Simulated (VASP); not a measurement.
BeHg3Te4, 8 atoms in the cell. Symmetry: I-42m, No. 121, tetragonal system. Conventional cell: a = 6.341 Å, b = 6.341 Å, c = 12.599 Å, α = 90.00°, β = 90.00°, γ = 90.00°. Within 3.3 Å of Be (site symmetry -42m) lie 4 Te at 2.47 Å. Within 3.3 Å of Te (site symmetry m) lie 1 Be at 2.47 Å and 3 Hg at 2.83 to 2.86 Å. Hg (site symmetry -4) has 4 Te at 2.83 Å within 3.7 Å. Within 3.8 Å of Hg (site symmetry -42m) lie 4 Te at 2.86 Å. 

| Property | Result |
| --- | --- |
| Program | VASP 6.6.1 |
| Task | single point |
| Functional | r2SCAN |
| Potentials or basis | VASP PAW PBE potentials, release 64 (Be, Te, Hg) |
| Cutoff | 520 eV |
| k mesh | 6 × 6 × 6 |
| Occupations | fermi-dirac, width 0.02 eV |
| Spin | no spin polarisation |
| Dipole correction | no |
| Further INCAR settings | ALGO = Normal; EDIFF = 1e-06; NBANDS = 41 |

Potentials or basis: VASP PAW PBE potentials, release 64 (Be, Te, Hg).

The run is started by

```console
$ cat potpaw_PBE.64/Be/POTCAR potpaw_PBE.64/Te/POTCAR potpaw_PBE.64/Hg/POTCAR > POTCAR
$ cp INCAR.step1 INCAR
$ mpirun -np 1 vasp_std > vasp.out
$ cp INCAR.step2 INCAR
$ mpirun -np 1 vasp_std > vasp.out
```

Hardware: 1 thread of AMD EPYC 9R45 96-Core Processor (Zen 5) (shared host).

Problem. How long does it take, and how much memory?

Solution. Run time: 20 min on 1 thread of AMD EPYC 9R45 96-Core Processor (Zen 5) (shared host), peak memory 0.68 GiB. Counts: k points 30.
